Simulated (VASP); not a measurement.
Runs of VASP 6.6.1 on SiGe. The structure is that of space group P6_3mc (No. 186), or close to it. The cells are those of the table. 

```csv
cell,gap on the mesh (eV),pressure (GPa),largest force (eV/Å)
"a = 3.733, b = 3.733, c = 6.754 Å, angles 90.0, 90.0, 120.0°, 4 atoms",0.13,(a),0.83
"a = 3.784, b = 3.784, c = 6.846 Å, angles 90.0, 90.0, 120.0°, 4 atoms",0.13,1.0,0.66
"a = 3.952, b = 3.952, c = 6.528 Å, angles 90.0, 90.0, 120.0°, 4 atoms",0.30,-2.9,0.01
"a = 3.834, b = 3.834, c = 6.936 Å, angles 90.0, 90.0, 120.0°, 4 atoms",(b),-2.0,0.51
```

Alike in all rows: task single point; level PBEsol; potentials or basis VASP PAW PBE potentials, release 64 (Si, Ge_d); no spin polarisation; k mesh 12 × 12 × 6; cutoff (eV) 520; smearing gaussian 0.03 eV.

**Question.** Fill in the values left out.

**Answer.** (a) 4.6; (b) 0.08.

Caveats: the PAW data sets were made with another functional, which shifts forces and pressure a little; the cell stands under pressure (at least some runs).

A k mesh can miss the band edges, and the runs leave out spin-orbit coupling on Ge.
